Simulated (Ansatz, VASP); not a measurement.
## Ru in VASP and in Ansatz

```xyz
2
Lattice="2.7236 0.0000 0.0000 -1.3618 2.3587 0.0000 0.0000 0.0000 4.2891" Properties=species:S:1:pos:R:3 pbc="T T T"
Ru    0.0000    1.5724    1.0723
Ru    1.3618    0.7862    3.2168
```

Alike in both runs: task single point; functional PBE; k mesh 19 × 19 × 11; occupations fermi-dirac, width 0.1 eV; no spin polarisation.

|  | VASP | Ansatz |
| --- | --- | --- |
| version | VASP 6.6.1 | Ansatz 0.2.0 |
| potentials or method | VASP PAW PBE potentials, release 64 (Ru_pv), cutoff 520 eV | plane waves (420 eV) with PAW, scalar-relativistic |
| valence electrons in the cell | 28 | 32 |

VASP gave:

| Property | Result |
| --- | --- |
| pressure (GPa) | -0.1 |
| traceless stress, the component that is largest in VASP (GPa) | 0.45 |

Q: What did Ansatz give for the same quantities?

A: Pressure (GPa): 0.0; traceless stress, the component that is largest in VASP (GPa): 0.44.

VASP's potentials hold 28 valence electrons a cell and Ansatz's 32, so a difference there can come from the potentials and not from the codes.
